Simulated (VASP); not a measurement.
Write the native input for VASP 6.6.1 that does the following.

- Task: single point
- Functional: PBEsol
- Potentials or basis: VASP PAW PBE potentials, release 64 (Ta_sv_GW, V_sv, N)
- Cutoff: 600 eV
- k mesh: 7 × 7 × 5
- Occupations: fermi-dirac, width 0.05 eV
- Spin: collinear spin, ferromagnetic start
- Starting moments: [0.0, 2.0, 0.0, 0.0] μB
- Fixed moment: 2 μB
- Dipole correction: no
- Second run: valence_matched
- Further INCAR settings: ALGO = Normal; EDIFF = 1e-06; NBANDS = 30

The structure of TaVN2 lies in POSCAR:

```
TaVN2
1.0
    3.0498670000      0.0000000000      0.0000000000
    0.0000000000      3.0498670000      0.0000000000
    0.0000000000      0.0000000000      4.2960620000
Ta V N
1 1 2
Direct
    0.0000000000      0.0000000000      0.0000000000
    0.5000000000      0.5000000000      0.5000000000
    0.5000000000      0.5000000000      0.0000000000
    0.0000000000      0.0000000000      0.5000000000
```

The input as run:

INCAR

```
PREC = Accurate
ENCUT = 600
EDIFF = 1E-6
ISMEAR = -1
SIGMA = 0.05
LREAL = F
LASPH = T
NELM = 200
ALGO = Normal
ISIF = 2
LWAVE = F
LCHARG = T
ISPIN = 2
MAGMOM = 0 2 0 0
LORBIT = 11
NUPDOWN = 2.0
LMAXMIX = 4
GGA = PS
LELF = T
LVHAR = T
NBANDS = 30
GGA_COMPAT = F
```

KPOINTS

```
Automatic mesh
0
Gamma
  7 7 5
```

Potentials or basis: VASP PAW PBE potentials, release 64 (Ta_sv_GW, V_sv, N).

Launch:

```sh
$ cat potpaw_PBE.64/Ta_sv_GW/POTCAR potpaw_PBE.64/V_sv/POTCAR potpaw_PBE.64/N/POTCAR > POTCAR
$ mpirun -np 1 vasp_std > vasp.out
```

Results of the run:

| Item | Value |
| --- | --- |
| Pressure | -6.4 GPa |
| Net moment | 2.00 μB per cell |
| Site moments | Ta +0.12; V +1.62; N +0.04 μB |
| Valence electrons inside the program's atomic spheres | Ta 11.78; V 11.59; N 3.75, 3.71 |

Caveat: the PAW data sets were made with another functional, which shifts forces and pressure a little; the total moment is fixed, so each spin has its own Fermi level.

It took 38 s on 1 thread of Intel(R) Xeon(R) 6975P-C (Granite Rapids) (shared host), peak memory 0.23 GiB.
